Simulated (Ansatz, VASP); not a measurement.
One calculation of P, two programs

```
P
1.0
     2.40726    0.00000    0.00000
     0.00000    2.40726    0.00000
     0.00000    0.00000    2.40737
P
1
Direct
  0.00000 0.00000 0.00000
```

Alike in both runs: task single point; functional PBE; dispersion D3(BJ); k mesh 24 × 24 × 24; occupations gaussian, width 0.15 eV; no spin polarisation.

|  | VASP | Ansatz |
| --- | --- | --- |
| version | VASP 6.6.1 | Ansatz 0.2.0 |
| potentials or method | VASP PAW PBE potentials, release 64 (P), cutoff 520 eV | scalar-relativistic, plane waves, PAW |
| valence electrons in the cell | 5 | 5 |

Ansatz gave:

* gap on the k mesh at the Fermi level (eV): none
* pressure (GPa): 0.0

Problem. Estimate VASP's values.

Solution. gap on the k mesh at the Fermi level (eV): none; pressure (GPa): -0.4.

A gap of «none» marks a metal or a gap that the smearing closes. Ansatz's warnings: near symmetry operations not taken.
